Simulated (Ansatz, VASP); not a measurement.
**Two plane-wave programs on Pb**

INCAR

```
SYSTEM = Pb
PREC = Accurate ; ENCUT = 520
EDIFF = 1E-8 ; ISMEAR = -1
SIGMA = 0.08 ; LREAL = .False.
LASPH = .True. ; NELM = 80
ALGO = Normal ; ISIF = 2
LWAVE = .False. ; LCHARG = .False.
GGA = PE ; LEFG = .True.
NBANDS = 13
```

The input KPOINTS:

```
regular mesh
0
Gamma
  13 13 13
  0 0 0
```

The input POSCAR:

```
Pb
1.0
    0.0000000000      2.4364202325      2.4364202325
    2.4364202325      0.0000000000      2.4364202325
    2.4364202325      2.4364202325      0.0000000000
Pb
1
Direct
    0.0000000000      0.0000000000      0.0000000000
```

Input for Ansatz:

```yaml
crystal:
  lattice:
    - [0.0, 2.4364202325, 2.4364202325]
    - [2.4364202325, 0.0, 2.4364202325]
    - [2.4364202325, 2.4364202325, 0.0]
  atoms:
    - { symbol: Pb, position: [0.0, 0.0, 0.0] }
kpoints:
  mp_grid: { grid: [13, 13, 13] }
scf:
  occupations: { method: fermi_dirac, width: 0.08 }
hamiltonian:
  xc: pbe
  pseudopotentials: { kind: paw }
output:
  forces: true
  stress: true
  eigenvalues: true
  efg: { contact_densities: true }
```

Change from the starting cell: volume scaled by 0.96, PAW files.

Alike in both runs: task electric field gradients; functional PBE; k mesh 13 × 13 × 13; occupations fermi-dirac, width 0.08 eV; no spin polarisation.

```csv
,VASP,Ansatz
version,VASP 6.6.1,Ansatz 0.2.0
potentials or method,"VASP PAW PBE potentials, release 64 (Pb_d)","PAW with Ansatz's default frozen-core files, scalar-relativistic"
plane-wave cutoff (eV),520,420
valence electrons in the cell,14,14
```

```csv
,VASP,Ansatz,Ansatz less VASP
pressure (GPa),5.0,5.1,+0.07
```

Neither program's run includes spin-orbit coupling.
